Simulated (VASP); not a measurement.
Crystal: Nb4N.

```
Nb N
1.0
    -2.92406    2.92406    2.92406
     2.92406   -2.92406    2.92406
     2.92406    2.92406   -2.92406
Nb N
4 1
Direct
  0.00000 0.00000 0.74631
  0.74631 0.00000 0.00000
  0.00000 0.74631 0.00000
  0.25369 0.25369 0.25369
  0.00000 0.00000 0.00000
```

| Item | Value |
| --- | --- |
| Program | VASP 6.6.1 |
| Task | relaxation of cell and atoms |
| Functional | PBE |
| Potentials or basis | VASP PAW PBE potentials, release 64 (Nb_sv, N) |
| Cutoff | 600 eV |
| k mesh | 4 × 4 × 4 |
| Occupations | gaussian, width 0.1 eV |
| Spin | no spin polarisation |

At the start: pressure 244.3 GPa; volume 20.00 Å³/atom.

Where does the relaxation end?

Over 46 steps the energy falls by 15381.9 meV/atom and the volume is 16.28 Å³/atom (-18.6 %); space group I-43m (No. 217, to 0.05 Å).

Step by step:
| step | energy change (eV) | largest force (eV/Å) | pressure (GPa) | volume (Å³) |
| --- | --- | --- | --- | --- |
| 1 | 0.0000 | 91.8749 | 244.29 | 100.00 |
| 3 | 1829.2940 | 2224.0529 | 697.95 | 408.57 |
| 5 | -54.9550 | 30.7146 | 79.78 | 111.14 |
| 7 | -59.9117 | 25.0789 | 72.55 | 102.72 |
| 9 | -60.9701 | 23.7511 | 71.20 | 100.68 |
| 11 | -61.2232 | 23.4238 | 70.89 | 100.17 |
| 13 | -61.2857 | 23.3424 | 70.82 | 100.05 |
| 15 | -61.3013 | 23.3220 | 70.79 | 100.01 |
| 17 | -61.3052 | 23.3171 | 70.79 | 100.01 |
| 19 | -61.3062 | 23.3154 | 70.79 | 100.00 |
| 21 | -56.9249 | 0.6080 | -21.39 | 209.58 |
| 23 | -69.8705 | 1.0378 | -25.77 | 137.84 |
| 25 | -72.8880 | 3.0144 | 0.18 | 109.17 |
| 27 | -73.0853 | 1.5072 | -7.42 | 113.14 |
| 29 | -74.1915 | 5.0100 | 31.69 | 77.76 |
| 31 | -74.3829 | 4.6350 | 19.48 | 83.67 |
| 33 | -74.9293 | 3.9748 | 22.49 | 79.60 |
| 35 | -75.6887 | 2.4278 | 24.84 | 75.37 |
| 37 | -76.3943 | 0.0546 | -14.63 | 91.14 |
| 39 | -76.7056 | 0.6637 | -3.59 | 84.74 |
| 41 | -76.7916 | 0.5336 | -2.23 | 83.53 |
| 43 | -76.8487 | 0.0216 | 6.89 | 78.23 |
| 45 | -76.9088 | 0.0486 | 0.26 | 81.19 |
| 46 | -76.9094 | 0.0228 | -0.33 | 81.42 |

Final structure:
```
CELL_PARAMETERS angstrom
-2.73036 2.73036 2.73036
2.73036 -2.73036 2.73036
2.73036 2.73036 -2.73036
ATOMIC_POSITIONS crystal
Nb 0.00000 0.00000 0.47416
Nb 0.47416 0.00000 0.00000
Nb 0.00000 0.47416 0.00000
Nb 0.52584 0.52584 0.52584
N 0.00000 0.00000 0.00000
```

Caveat: the k points lie up to 0.41 Å⁻¹ apart in the final cell; the volume moved by over 15 % at a fixed basis, so the end points are rough.
